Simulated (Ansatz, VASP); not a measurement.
**BN: VASP beside Ansatz**

```
B N
1.0
     2.51515    0.00000    0.00000
    -1.25758    2.17819    0.00000
     0.00000    0.00000    4.16063
B N
2 2
Direct
  0.33333 0.66667 0.99987
  0.66667 0.33333 0.49987
  0.33333 0.66667 0.37413
  0.66667 0.33333 0.87413
```

Change from the starting cell: strained cell.

Alike in both runs: functional PBEsol; k mesh 9 × 9 × 6; occupations gaussian, width 0.02 eV; no spin polarisation.

Ansatz relaxed the structure, and its values are those at the end. VASP's run is a single point on that final structure, the one shown.

|  | VASP | Ansatz |
| --- | --- | --- |
| version | VASP 6.6.1 | Ansatz 0.2.0 |
| potentials or method | VASP PAW PBE potentials, release 64 (B, N), cutoff 520 eV | scalar-relativistic, plane waves, PAW |
| valence electrons in the cell | 16 | 16 |

|  | VASP | Ansatz | Ansatz less VASP |
| --- | --- | --- | --- |
| gap on the k mesh at the Fermi level (eV) | 4.88 | 4.89 | +0.012 |
| least direct gap on the mesh (eV) | 8.35 | 8.35 | +0.001 |
| pressure (GPa) | 13.2 | 12.3 | -0.97 |

VASP's potentials were made for PBE, not for PBEsol, and Ansatz warns of the same on its side. Ansatz's warnings: stress scf threshold loose.
